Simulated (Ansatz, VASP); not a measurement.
**Y2W in VASP and in Ansatz**

File INCAR:

```
SYSTEM = Y2W
ALGO     = Fast           ! electronic algorithm
EDIFF    = 1E-6           ! SCF threshold, eV
ENCUT    = 520            ! plane-wave cutoff, eV
GGA      = PE             ! functional
ISIF     = 2              ! what is computed and relaxed
ISMEAR   = 0              ! smearing method
LASPH    = .TRUE.         ! aspherical terms in the spheres
LCHARG   = .FALSE.        ! write CHGCAR
LREAL    = .FALSE.        ! projectors in reciprocal space
LWAVE    = .FALSE.        ! write WAVECAR
NBANDS   = 45             ! bands
NELM     = 100            ! most SCF steps
PREC     = Accurate       ! precision mode
SIGMA    = 0.1            ! smearing width, eV
```

KPOINTS

```
k-points
0
G
  4 4 4
  0 0 0
```

Contents of POSCAR:

```
Y2W
1.0
    5.9522050606      0.0000000000      0.0000000000
    0.0000000000      6.1334420737      0.0000000000
    0.0000000000      0.0000000000      4.0062918677
Y W
4 2
Direct
    0.2250000000      0.8250000000      0.5000000000
    0.7250000000      0.6750000000      0.0000000000
    0.7750000000      0.1750000000      0.5000000000
    0.2750000000      0.3250000000      0.0000000000
    0.5000000000      0.5000000000      0.5000000000
    0.0000000000      0.0000000000      0.0000000000
```

Input for Ansatz:

```yaml
crystal:
  lattice:
    - [5.9522050606, 0.0, 0.0]
    - [0.0, 6.1334420737, 0.0]
    - [0.0, 0.0, 4.0062918677]
  atoms:
    - { symbol: "Y", position: [0.225, 0.825, 0.5] }
    - { symbol: "Y", position: [0.725, 0.675, 0.0] }
    - { symbol: "Y", position: [0.775, 0.175, 0.5] }
    - { symbol: "Y", position: [0.275, 0.325, 0.0] }
    - { symbol: W, position: [0.5, 0.5, 0.5] }
    - { symbol: W, position: [0.0, 0.0, 0.0] }
basis:
  ecutwfc: 420
kpoints:
  mp_grid: { grid: [4, 4, 4] }
hamiltonian:
  xc: pbe
scf:
  occupations: { method: gaussian, width: 0.1 }
  lower_state_search: "off"
output:
  forces: true
  stress: true
  eigenvalues: true
```

Alike in both runs: task single point; functional PBE; k mesh 4 × 4 × 4; occupations gaussian, width 0.1 eV; no spin polarisation.

|  | VASP | Ansatz |
| --- | --- | --- |
| version | VASP 6.6.1 | Ansatz 0.2.0 |
| potentials or method | VASP PAW PBE potentials, release 64 (Y_sv, W_sv), cutoff 520 eV | scalar-relativistic, plane waves, PAW |
| valence electrons in the cell | 72 | 72 |

VASP gave:

| Item | Value |
| --- | --- |
| gap on the k mesh at the Fermi level (eV) | none |
| pressure (GPa) | 19.7 |
| traceless stress, the component that is largest in VASP (GPa) | 2.46 |
| rms of the force components (eV/Å) | 0.295 |

Task: Which values does Ansatz return?

Result: gap on the k mesh at the Fermi level (eV): none; pressure (GPa): 19.6; traceless stress, the component that is largest in VASP (GPa): 2.47; rms of the force components (eV/Å): 0.296.

Atom by atom the forces differ by 0.004 eV/Å (rms over components). A gap of «none» marks a metal or a gap that the smearing closes.

The k mesh is coarse, so the values compare programs but aren't converged. Neither program's run includes spin-orbit coupling.
